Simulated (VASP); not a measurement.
# Cl (Fd-3m) in VASP: further runs

The runs below take Cl through single point, relaxation of cell and atoms, with PBEsol.

Program: VASP 6.6.1. These are calculated values, not measurements. Logs are shortened: lines on timing, memory, paths and dates and some standing lists are left out, and cuts for length are marked.

**1. The cell of the first run**

It takes space group Fd-3m (No. 227, cubic). Conventional cell: a = 4.119 Å, b = 4.119 Å, c = 4.119 Å, α = 90.00°, β = 90.00°, γ = 90.00°. Cl (site symmetry -43m) has 4 Cl at 1.78 Å within 2.4 Å.

**2. Single point, PBEsol**

INCAR

```
SYSTEM = Cl
ALGO     = Normal         ! electronic algorithm
EDIFF    = 1E-6           ! SCF threshold, eV
ENCUT    = 520            ! plane-wave cutoff, eV
GGA      = PS             ! functional
ISIF     = 2              ! what is computed and relaxed
ISMEAR   = -1             ! smearing method
LASPH    = .True.         ! aspherical terms in the spheres
LCHARG   = .False.        ! write CHGCAR
LREAL    = .False.        ! projectors in reciprocal space
LWAVE    = .False.        ! write WAVECAR
NBANDS   = 14             ! bands
NELM     = 60             ! most SCF steps
PREC     = Accurate       ! precision mode
SIGMA    = 0.1            ! smearing width, eV
```

KPOINTS

```
k-points
0
Gamma
  15 15 15
  0 0 0
```

POSCAR

```
Cl
1.0
    0.0000000000      2.0593754443      2.0593754443
    2.0593754443      0.0000000000      2.0593754443
    2.0593754443      2.0593754443      0.0000000000
Cl
2
Direct
   -0.1250000000     -0.1250000000     -0.1250000000
    0.1250000000      0.1250000000      0.1250000000
```

Potentials or basis: VASP PAW PBE potentials, release 64 (Cl).

Started as:

```bash
$ cat potpaw_PBE.64/Cl/POTCAR > POTCAR
$ mpirun -np 1 vasp_std > vasp.out
```

OUTCAR:

```text
SYSTEM = Cl
   EDIFF = 1E-6
   ENCUT = 520
   GGA = PS
   ISIF = 2
   ISMEAR = -1
   LASPH = .True.
   LREAL = .False.
   NELM = 60
   PREC = Accurate

 ion  position               nearest neighbor table
   1  0.875  0.875  0.875-   2 1.78   2 1.78   2 1.78   2 1.78
   2  0.125  0.125  0.125-   1 1.78   1 1.78   1 1.78   1 1.78

  LATTYP: Found a face centered cubic cell.
 ALAT       =     4.1187508886

  Lattice vectors:

 A1 = (   0.0000000000,   2.0593754443,   2.0593754443)
 A2 = (   2.0593754443,   0.0000000000,   2.0593754443)
 A3 = (   2.0593754443,   2.0593754443,   0.0000000000)

Analysis of symmetry for initial positions (statically):
=====================================================================
 Subroutine PRICEL returns:
 Original cell was already a primitive cell.

 Routine SETGRP: Setting up the symmetry group for a
 face centered cubic supercell.

 Subroutine GETGRP returns: Found 48 space group operations
 (whereof 12 operations were pure point group operations)
 out of a pool of 48 trial point group operations.

The static configuration has the point symmetry D_3d.
 The point group associated with its full space group is O_h .

Analysis of symmetry for dynamics (positions and initial velocities):
=====================================================================
 Subroutine PRICEL returns:
 Original cell was already a primitive cell.

 Routine SETGRP: Setting up the symmetry group for a
 face centered cubic supercell.

 Subroutine GETGRP returns: Found 48 space group operations
 (whereof 12 operations were pure point group operations)
 out of a pool of 48 trial point group operations.

The dynamic configuration has the point symmetry D_3d.
 The point group associated with its full space group is O_h .

 Subroutine INISYM returns: Found 48 space group operations
 (whereof 12 operations are pure point group operations),
 and found     1 'primitive' translations

----------------------------------------------------------------------------------------

                                     Primitive cell

  volume of cell :      17.4677

  direct lattice vectors                    reciprocal lattice vectors
     0.000000000  2.059375444  2.059375444    -0.242792057  0.242792057  0.242792057
     2.059375444  0.000000000  2.059375444     0.242792057 -0.242792057  0.242792057
     2.059375444  2.059375444  0.000000000     0.242792057  0.242792057 -0.242792057

  length of vectors
     2.912396683  2.912396683  2.912396683     0.420528178  0.420528178  0.420528178

  position of ions in fractional coordinates (direct lattice)
     0.875000000  0.875000000  0.875000000
     0.125000000  0.125000000  0.125000000

  ion indices of the primitive-cell ions
   primitive index   ion index
                 1           1
                 2           2

----------------------------------------------------------------------------------------

 KPOINTS: k-points

Automatic generation of k-mesh.
 Grid dimensions read from file:
 generate k-points for:   15   15   15

 Generating k-lattice:

  Cartesian coordinates                     Fractional coordinates (reciprocal lattice)
    -0.016186137  0.016186137  0.016186137     0.066666667  0.000000000  0.000000000
     0.016186137 -0.016186137  0.016186137     0.000000000  0.066666667  0.000000000
     0.016186137  0.016186137 -0.016186137     0.000000000  0.000000000  0.066666667

  Length of vectors
     0.028035212  0.028035212  0.028035212

  Shift w.r.t. Gamma in fractional coordinates (k-lattice)
     0.000000000  0.000000000  0.000000000

 Subroutine IBZKPT returns following result:
 ===========================================

 Found    120 irreducible k-points:

 Following reciprocal coordinates:
            Coordinates               Weight
  0.000000  0.000000  0.000000      1.000000
  0.066667  0.000000  0.000000      8.000000
  0.133333  0.000000  0.000000      8.000000
  0.200000  0.000000  0.000000      8.000000
  0.266667  0.000000  0.000000      8.000000
  0.333333  0.000000  0.000000      8.000000
[... 16 lines left out ...]
  0.133333  0.133333  0.000000      6.000000
  0.200000  0.133333  0.000000     24.000000
 [... further k-points ...]
   k-points           NKPTS =    120   k-points in BZ     NKDIM =    120   number of bands    NBANDS=     14
   number of dos      NEDOS =    301   number of ions     NIONS =      2
   total plane-waves  NPLWV =  13824
   dimension x,y,z NGX =    24 NGY =   24 NGZ =   24
   dimension x,y,z NGXF=    48 NGYF=   48 NGZF=   48
   ions per type =               2
   NGX,Y,Z   is equivalent  to a cutoff of  13.70, 13.70, 13.70 a.u.
   NGXF,Y,Z  is equivalent  to a cutoff of  27.40, 27.40, 27.40 a.u.
 SYSTEM =  Cl
   PREC   = accura    normal or accurate (medium, high low for compatibility)
   ISTART =      0    job   : 0-new  1-cont  2-samecut
   ICHARG =      2    charge: 1-file 2-atom 10-const
   ISPIN  =      1    spin polarized calculation?
   LNONCOLLINEAR =      F non collinear calculations
   LSORBIT =      F    spin-orbit coupling
   LASPH  =      T    aspherical Exc in radial PAW
   ENCUT  =  520.0 eV  38.22 Ry    6.18 a.u.   5.42  5.42  5.42*2*pi/ulx,y,z
   NELM   =     60;   NELMIN=  2; NELMDL= -5     # of ELM steps
   EDIFF  = 0.1E-05   stopping-criterion for ELM
   LREAL  =      F    real-space projection
   EDIFFG = 0.1E-04   stopping-criterion for IOM
   NSW    =      0    number of steps for IOM
   IBRION =     -1    ionic relax: 0-MD 1-quasi-New 2-CG
   NFREE  =      0    steps in history (QN), initial steepest desc. (CG)
   ISIF   =      2    stress and relaxation
   ISYM   =      2    0-nonsym 1-usesym 2-fastsym
   POTIM  = 0.5000    time-step for ionic-motion
   TEBEG  =    0.0;   TEEND  =   0.0 temperature during run
   PSTRESS=    0.0 pullay stress
   NELECT =      14.0000    total number of electrons
   NUPDOWN=      -1.0000    fix difference up-down
   EMIN   =  10.00;   EMAX   =-10.00  energy-range for DOS
   EFERMI =   0.00;   METHOD = LEGACY
   ISMEAR =    -1;   SIGMA  =   0.10  broadening in eV -4-tet -1-fermi 0-gaus
   EFERMI_NEDOS =   21; number of points for ismear=-14 and -15
   IALGO  =     38    algorithm
   IMIX   =      4    mixing-type and parameters
     AMIX     =   0.40;   BMIX     =  1.00
     AMIX_MAG =   1.60;   BMIX_MAG =  1.00
  volume/ion in A,a.u.               =       8.73        58.94
  Fermi-wavevector in a.u.,A,eV,Ry     =   1.520683  2.873674 31.463151  2.312476
  Thomas-Fermi vector in A             =   2.629500
   LORBIT       =      0    0 simple, 1 ext, 2 COOP (PROOUT), +10 PAW based schemes
   GGA     = PS    functional components
   LHFCALC =     F    Hartree Fock is set to
   AEXX    =    0.0000 exact exchange contribution
   IVDW    =     0    specifies the selected vdW correction
   LEPSILON=     F    determine dielectric tensor
   LRPA    =     F    only Hartree local field effects (RPA)
 non-spin polarized calculation
  energy-cutoff  :      520.00
  volume of cell :       17.47
 maximum number of plane-waves:       495
 NGX is ok and might be reduce to    24
   NGX = 11   NGY = 11   NGZ = 11

 number of electron      14.0000000 magnetization

 Free energy of the ion-electron system (eV)
  ---------------------------------------------------
  ext. energy  EPLUGINS =         0.00000000
  ---------------------------------------------------
  free energy    TOTEN  =        13.12041572 eV

  energy without entropy =       13.14347324  energy(sigma->0) =       13.13194448

 E-fermi :  18.4828     XC(G=0): -14.0827

 val. band max:       18.4816040105   @ k =  -0.4667   0.4000   0.1333
 cond. band min:      18.4869960890   @ k =   0.4667   0.2667   0.0000
 fundamental gap:      0.0053920785
 Fermi energy:        18.4828180224

 k-point     1 :       0.0000    0.0000    0.0000
  band No.  band energies     occupation
      1     -11.6903      2.00000
      2       7.1662      2.00000
      3       7.1662      2.00000
      4       7.1662      2.00000
      5      12.4841      2.00000
      6      12.9780      2.00000
      7      12.9780      2.00000
      8      12.9780      2.00000
      9      23.3917      0.00000
     10      23.3917      0.00000
     11      24.7718      0.00000
     12      30.3348      0.00000
     13      30.3348      0.00000
     14      30.3348      0.00000

 k-point     2 :       0.0667    0.0000    0.0000
  band No.  band energies     occupation
      1     -11.5983      2.00000
      2       6.3392      2.00000
      3       7.0521      2.00000
      4       7.0521      2.00000
      5      12.6542      2.00000
      6      13.1630      2.00000
      7      13.1630      2.00000
      8      13.5503      2.00000
      9      23.1671      0.00000
     10      23.1671      0.00000
     11      25.0864      0.00000
     12      30.0679      0.00000
     13      30.8652      0.00000
     14      30.8652      0.00000

 k-point     3 :       0.1333    0.0000    0.0000
  band No.  band energies     occupation
      1     -11.3248      2.00000
      2       4.6302      2.00000
      3       6.7641      2.00000
      4       6.7641      2.00000
      5      12.4279      2.00000
      6      13.6349      2.00000
      7      13.6349      2.00000
      8      15.2758      2.00000
      9      22.7347      0.00000
     10      22.7347      0.00000
     11      25.8771      0.00000
     12      29.5799      0.00000
     13      32.2192      0.00000
     14      32.2192      0.00000
[... 324 lines left out ...]
 k-point    23 :       0.1333    0.1333    0.0000
  band No.  band energies     occupation
      1     -11.2008      2.00000
      2       4.7790      2.00000
      3       6.0918      2.00000
      4       6.0918      2.00000
      5      12.3247      2.00000
      6      14.5260      2.00000
      7      14.6673      2.00000
      8      14.6673      2.00000
      9      21.3841      0.00000
     10      23.9822      0.00000
     11      26.3554      0.00000
     12      31.1598      0.00000
     13      31.1598      0.00000
     14      32.1150      0.00000

 k-point    24 :       0.2000    0.1333    0.0000
  band No.  band energies     occupation
      1     -10.8687      2.00000
      2       3.4764      2.00000
      3       5.6848      2.00000
      4       5.7613      2.00000
      5      12.2986      2.00000
      6      14.3602      2.00000
      7      15.3966      2.00000
      8      16.1078      2.00000
      9      21.1087      0.00000
     10      24.1669      0.00000
     11      27.1932      0.00000
     12      30.9275      0.00000
     13      31.9619      0.00000
     14      33.6425      0.00000

 [... further k-points ...]

------------------------ aborting loop because EDIFF is reached ----------------------------------------

  FORCE on cell =-STRESS in cart. coord.  units (eV):
  Direction    XX          YY          ZZ          XY          YZ          ZX
  --------------------------------------------------------------------------------------
  -------------------------------------------------------------------------------------
  Total       29.9013695     29.9013695     29.9013695      0.0000000      0.0000000      0.0000000
  in kB     2742.6164529   2742.6164529   2742.6164529      0.0000000      0.0000000      0.0000000
  external PRESSURE =    2742.6164529 kB  Pullay stress =       0.0000000 kB

 VOLUME and BASIS-vectors are now :
 -----------------------------------------------------------------------------
  energy-cutoff  :      520.00
  volume of cell :       17.47
      direct lattice vectors                 reciprocal lattice vectors
     0.000000000  2.059375444  2.059375444    -0.242792057  0.242792057  0.242792057
     2.059375444  0.000000000  2.059375444     0.242792057 -0.242792057  0.242792057
     2.059375444  2.059375444  0.000000000     0.242792057  0.242792057 -0.242792057

 POSITION                                       TOTAL-FORCE (eV/Angst)
 -----------------------------------------------------------------------------------
      3.60391      3.60391      3.60391         0.000000      0.000000      0.000000
      0.51484      0.51484      0.51484        -0.000000     -0.000000     -0.000000
 -----------------------------------------------------------------------------------
    total drift:                                0.000000      0.000000      0.000000

  FREE ENERGIE OF THE ION-ELECTRON SYSTEM (eV)
  ---------------------------------------------------
  free  energy   TOTEN  =        13.1204157211 eV

  energy  without entropy=       13.1434732372  energy(sigma->0) =       13.13194448
```

It took 10 s on 1 thread of Intel Xeon Platinum 8488C (Sapphire Rapids), shared host; peak memory 0.14 GiB.

Results:

```
Free energy            : 13.1204 eV
Pressure               : 274.3 GPa
Band gap on the k mesh : zero (band 7 reaches 23.53 eV, above the bottom of band 8 at 12.98 eV)
```

Caveat: the PAW data sets were made with another functional, which shifts forces and pressure a little.

**3. Single point, PBEsol**

INCAR

```
PREC = Accurate ; ENCUT = 520
EDIFF = 1E-6 ; ISMEAR = -1
SIGMA = 0.1 ; LREAL = F
LASPH = T ; NELM = 80
ALGO = Normal ; ISIF = 2
LWAVE = F ; LCHARG = T
GGA = PS ; LELF = T
LVHAR = T ; NBANDS = 14
```

KPOINTS

```
regular mesh
0
Gamma
  15 15 15
```

POSCAR

```
Cl
1.0
    0.0000000000      2.0605611998      2.0605611998
    2.0605611998      0.0000000000      2.0605611998
    2.0605611998      2.0605611998      0.0000000000
Cl
2
Direct
   -0.1250000000     -0.1250000000     -0.1250000000
    0.1250000000      0.1250000000      0.1250000000
```

Potentials or basis: VASP PAW PBE potentials, release 64 (Cl).

Started as:

```bash
$ cat potpaw_PBE.64/Cl/POTCAR > POTCAR
$ mpirun -np 1 vasp_std > vasp.out
```

Wall time 11 s (1 thread of Intel Xeon Platinum 8488C (Sapphire Rapids), shared host); peak memory 0.14 GiB.

Results (log left out):

```yaml
Free_energy: 13.0688 eV
Pressure: 273.2 GPa
Band_gap_on_the_k_mesh: zero (band 7 reaches 23.48 eV, above the bottom of band 8 at 12.95 eV)
```

Levels at points of the mesh, in eV from the Fermi level:
```csv
k point,band 5,band 6,band 7,band 8,band 9,band 10
"(0.00, 0.00, 0.00)",-6.02,-5.50,-5.50,-5.50,4.92,4.92
```

Caveat: the PAW data sets were made with another functional, which shifts forces and pressure a little.

**4. Relaxation of cell and atoms, PBEsol, target pressure 270 GPa, at which the enthalpy is minimised**

This run uses another cell than the first one, of 8.38 Å³/atom, 0.960 times its volume.

INCAR

```
SYSTEM = Cl
PREC     = Accurate       ! precision mode
ENCUT    = 600            ! plane-wave cutoff, eV
EDIFF    = 1E-6           ! SCF threshold, eV
ISMEAR   = -1             ! smearing method
SIGMA    = 0.1            ! smearing width, eV
LREAL    = .FALSE.        ! projectors in reciprocal space
LASPH    = .TRUE.         ! aspherical terms in the spheres
NELM     = 100            ! most SCF steps
ALGO     = Normal         ! electronic algorithm
ISIF     = 3              ! what is computed and relaxed
LWAVE    = .FALSE.        ! write WAVECAR
LCHARG   = .FALSE.        ! write CHGCAR
GGA      = PS             ! functional
IBRION   = 2              ! ionic algorithm
NSW      = 60             ! ionic steps
EDIFFG   = -0.005         ! ionic threshold
PSTRESS  = 2700.0
```

KPOINTS

```
Automatic mesh
0
G
  15 15 15
  0 0 0
```

POSCAR

```
Cl
1.0
    0.0000000000      2.0313361649      2.0313361649
    2.0313361649      0.0000000000      2.0313361649
    2.0313361649      2.0313361649      0.0000000000
Cl
2
Direct
   -0.1250000000     -0.1250000000     -0.1250000000
    0.1250000000      0.1250000000      0.1250000000
```

Started as:

```bash
$ cat potpaw_PBE.64/Cl/POTCAR > POTCAR
$ mpirun -np 1 vasp_std > vasp.out
```

It took 27 s on 1 thread of Intel Xeon Platinum 8488C (Sapphire Rapids), shared host; peak memory 0.15 GiB.

Results (log left out):

- Free energy: 12.9154 eV
- Relaxed volume: 8.79 Å³/atom
- Relaxed cell: a = 2.919 Å, b = 2.919 Å, c = 2.919 Å, α = 60.00°, β = 60.00°, γ = 60.00°
- Space group after relaxing (to 0.05 Å): Fd-3m (No. 227)
- Energy change on relaxing (the enthalpy is what falls): -732.8 meV/atom
- Ionic steps: 4
- Pressure after relaxing: 270.0 GPa
- Band gap on the k mesh: zero (band 7 reaches 23.32 eV, above the bottom of band 8 at 12.86 eV)

The path:
```csv
step,energy change (eV),largest force (eV/Å),pressure (GPa),volume (Å³)
1,0.0000,0.0000,301.23,16.76
2,-6.2052,0.0000,177.65,21.05
3,-1.5833,0.0000,267.51,17.66
4,-1.4655,0.0000,269.97,17.59
```

Final structure:
```
Cl
1.0
     0.00000    2.06406    2.06406
     2.06406    0.00000    2.06406
     2.06406    2.06406    0.00000
Cl
2
Cartesian
  3.6121 3.6121 3.6121
  0.5160 0.5160 0.5160
```

Levels at points of the mesh, in eV from the Fermi level:
```
           k point  band 5  band 6  band 7  band 8  band 9  band 10
(0.00, 0.00, 0.00)   -6.10   -5.47   -5.47   -5.47    4.95     4.95
```

Caveat: the cell is relaxed towards a set pressure, so the enthalpy falls and the energy may rise; the PAW data sets were made with another functional, which shifts forces and pressure a little.

**5. Relaxation of cell and atoms, PBEsol, target pressure 270 GPa, at which the enthalpy is minimised**

INCAR

```
SYSTEM = Cl
  PREC = Accurate
  ENCUT = 600
  EDIFF = 1E-6
  ISMEAR = -1
  SIGMA = 0.1
  LREAL = .FALSE.
  LASPH = .TRUE.
  NELM = 100
  ALGO = Normal
  ISIF = 3
  LWAVE = .FALSE.
  LCHARG = .FALSE.
  GGA = PS
  IBRION = 2
  NSW = 32
  EDIFFG = -0.005
  PSTRESS = 2700.0
```

KPOINTS is that of step 4.

POSCAR

```
Cl
1.0
    0.0000000000      2.0593754443      2.0593754443
    2.0593754443      0.0000000000      2.0593754443
    2.0593754443      2.0593754443      0.0000000000
Cl
2
Direct
   -0.1250000000     -0.1250000000     -0.1250000000
    0.1250000000      0.1250000000      0.1250000000
```

Started as:

```bash
$ cat potpaw_PBE.64/Cl/POTCAR > POTCAR
$ mpirun -np 1 vasp_std > vasp.out
```

Wall time 20 s (1 thread of Intel Xeon Platinum 8488C (Sapphire Rapids), shared host); peak memory 0.14 GiB.

Results (log left out):

* Free energy: 12.9119 eV
* Relaxed volume: 8.79 Å³/atom
* Relaxed cell: a = 2.919 Å, b = 2.919 Å, c = 2.919 Å, α = 60.00°, β = 60.00°, γ = 60.00°
* Space group after relaxing (to 0.05 Å): Fd-3m (No. 227)
* Energy change on relaxing (the enthalpy is what falls): -102.9 meV/atom
* Ionic steps: 3
* Pressure after relaxing: 269.9 GPa
* Band gap on the k mesh: zero (band 7 reaches 23.32 eV, above the bottom of band 8 at 12.86 eV)

Step by step:
```
step  energy change (eV)  largest force (eV/Å)  pressure (GPa)  volume (Å³)
   1              0.0000                0.0000          274.30        17.47
   2             -0.9869                0.0000          253.71        18.07
   3             -0.2057                0.0000          269.92        17.59
```

Final structure:
```
Cl
1.0
     0.00000    2.06413    2.06413
     2.06413    0.00000    2.06413
     2.06413    2.06413    0.00000
Cl
2
Direct
  0.87500 0.87500 0.87500
  0.12500 0.12500 0.12500
```

Levels at points of the mesh, in eV from the Fermi level:
```csv
k point,band 4,band 5,band 6,band 7,band 8,band 9,band 10,band 11
"(0.00, 0.00, 0.00)",-11.26,-6.10,-5.47,-5.47,-5.47,4.95,4.95,6.27
```

Caveat: the cell is relaxed towards a set pressure, so the enthalpy falls and the energy may rise; the PAW data sets were made with another functional, which shifts forces and pressure a little.

**6. Summary**

```csv
task,cell,cutoff (eV),gap on the mesh (eV),pressure (GPa)
single point,"a = 2.912 Å, angles 60.0°, 2 atoms",520,none,274.3
single point,"a = 2.914 Å, angles 60.0°, 2 atoms",520,none,273.2
relaxation of cell and atoms,"relaxed to 270 GPa from a = 2.873 Å, angles 60.0°, 2 atoms",600,none,270.0
relaxation of cell and atoms,"relaxed to 270 GPa from a = 2.912 Å, angles 60.0°, 2 atoms",600,none,269.9
```

Alike in all rows: level PBEsol; potentials or basis VASP PAW PBE potentials, release 64 (Cl); no spin polarisation; k mesh 15 × 15 × 15; smearing fermi-dirac 0.1 eV.

Caveats: the PAW data sets were made with another functional, which shifts forces and pressure a little; the cell is relaxed towards a set pressure, so the enthalpy falls and the energy may rise (some runs).

Total energies depend on the potentials used, so only differences within one code and one set of settings carry meaning.
